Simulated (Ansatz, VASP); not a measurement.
**One calculation of InSb, two programs**

File INCAR:

```
PREC = Accurate
ENCUT = 520
EDIFF = 1E-7
ISMEAR = 0
SIGMA = 0.1
LREAL = False
LASPH = True
NELM = 80
ALGO = Normal
ISIF = 2
LWAVE = False
LCHARG = True
GGA = PE
LELF = True
LVHAR = True
NBANDS = 26
```

File KPOINTS:

```
Automatic mesh
0
Gamma
  2 2 1
```

File POSCAR:

```
InSb
1.0
    3.0633140000     -3.0813730000      0.0000000000
    3.0633140000      3.0813730000      0.0000000000
    0.0000000000      0.0000000000      6.1268940000
In Sb
2 2
Direct
    0.2794110000      0.7205890000      0.2500000000
    0.7205890000      0.2794110000      0.7500000000
    0.7772050000      0.2227950000      0.2500000000
    0.2227950000      0.7772050000      0.7500000000
```

Input for Ansatz:

```yaml
crystal:
  lattice:
    - [3.063314, -3.081373, 0.0]
    - [3.063314, 3.081373, 0.0]
    - [0.0, 0.0, 6.126894]
  atoms:
    - { symbol: In, position: [0.279411, 0.720589, 0.25] }
    - { symbol: In, position: [0.720589, 0.279411, 0.75] }
    - { symbol: Sb, position: [0.777205, 0.222795, 0.25] }
    - { symbol: Sb, position: [0.222795, 0.777205, 0.75] }
basis:
  ecutwfc: 420
kpoints:
  mp_grid: { grid: [2, 2, 1] }
hamiltonian:
  xc: pbe
scf:
  occupations: { method: gaussian, width: 0.1 }
output:
  forces: true
  stress: true
  eigenvalues: true
```

Alike in both runs: task single point; functional PBE; k mesh 2 × 2 × 1; occupations gaussian, width 0.1 eV; no spin polarisation.

|  | VASP | Ansatz |
| --- | --- | --- |
| version | VASP 6.6.1 | Ansatz 0.2.0 |
| potentials or method | VASP PAW PBE potentials, release 64 (In_d, Sb), cutoff 520 eV | scalar-relativistic, plane waves, PAW |
| valence electrons in the cell | 36 | 56 |

|  | VASP | Ansatz | Ansatz less VASP |
| --- | --- | --- | --- |
| gap on the k mesh at the Fermi level (eV) | none | none | - |
| pressure (GPa) | 3.5 | 3.6 | +0.03 |
| traceless stress, the component that is largest in VASP (GPa) | 6.22 | 6.20 | -0.017 |
| rms of the force components (eV/Å) | 0.345 | 0.344 | -0.0011 |

Atom by atom the forces differ by 0.002 eV/Å (rms over components). A gap of «none» marks a metal or a gap that the smearing closes. VASP's potentials hold 36 valence electrons a cell and Ansatz's 56, so a difference there can come from the potentials and not from the codes.

The k mesh is coarse, so the values compare programs but aren't converged. Neither program's run includes spin-orbit coupling.
